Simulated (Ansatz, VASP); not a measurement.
**BN in VASP and in Ansatz**

INCAR

```
SYSTEM = BN
PREC     = Accurate       ! precision mode
ENCUT    = 600            ! plane-wave cutoff, eV
EDIFF    = 1E-7           ! SCF threshold, eV
ISMEAR   = 0              ! smearing method
SIGMA    = 0.1            ! smearing width, eV
LREAL    = .False.        ! projectors in reciprocal space
LASPH    = .True.         ! aspherical terms in the spheres
NELM     = 80             ! most SCF steps
ALGO     = Normal         ! electronic algorithm
ISIF     = 3              ! what is computed and relaxed
LWAVE    = .False.        ! write WAVECAR
LCHARG   = .False.        ! write CHGCAR
GGA      = PE             ! functional
IBRION   = 2              ! ionic algorithm
NSW      = 100            ! ionic steps
EDIFFG   = -0.01          ! ionic threshold
```

File KPOINTS:

```
regular mesh
0
Gamma
  24 24 24
  0 0 0
```

Contents of POSCAR:

```
BN
1.0
    1.1406891394     -4.2447218801      0.0000000000
    1.1406891394      4.2447218801      0.0000000000
    0.0000000000      0.0000000000      2.2809362686
B N
1 1
Direct
    0.0000000000      0.0000000000      0.0000000000
    0.5000000000      0.5000000000      0.5000000000
```

Input for Ansatz:

```yaml
crystal:
  lattice:
    - [1.1406891394, -4.2447218801, 0.0]
    - [1.1406891394, 4.2447218801, 0.0]
    - [0.0, 0.0, 2.2809362686]
  atoms:
    - { symbol: B, position: [0.0, 0.0, 0.0] }
    - { symbol: "N", position: [0.5, 0.5, 0.5] }
basis:
  ecutwfc: 420
kpoints:
  mp_grid: { grid: [24, 24, 24] }
hamiltonian:
  xc: pbe
scf:
  occupations: { method: gaussian, width: 0.1 }
output:
  forces: true
  stress: true
  eigenvalues: true
relax:
  adjacent_minimum: "off"
  f_tol: 0.01
  max_steps: 80
  cell: { stress_tol: 0.05 }
```

Alike in both runs: task relaxation of cell and atoms; functional PBE; k mesh 24 × 24 × 24; occupations gaussian, width 0.1 eV; no spin polarisation.

```csv
,VASP,Ansatz
version,VASP 6.6.1,Ansatz 0.2.0
potentials or method,"VASP PAW PBE potentials, release 64 (B, N), cutoff 600 eV","scalar-relativistic, plane waves, PAW"
valence electrons in the cell,8,8
```

Ansatz gave:

```
gap on the k mesh at the Fermi level, each at its own relaxed structure (eV)  : none
relaxed volume (Å³/atom)                                                      : 11.08
relaxed length of the cell vector where the two differ most in proportion (Å) : 4.408
```

Task: Estimate VASP's values.

Result: gap on the k mesh at the Fermi level, each at its own relaxed structure (eV): none; relaxed volume (Å³/atom): 10.19; relaxed length of the cell vector where the two differ most in proportion (Å): 4.081.

A gap of «none» marks a metal or a gap that the smearing closes. One of these differences is far larger than is usual between the two programs; its cause wasn't traced.
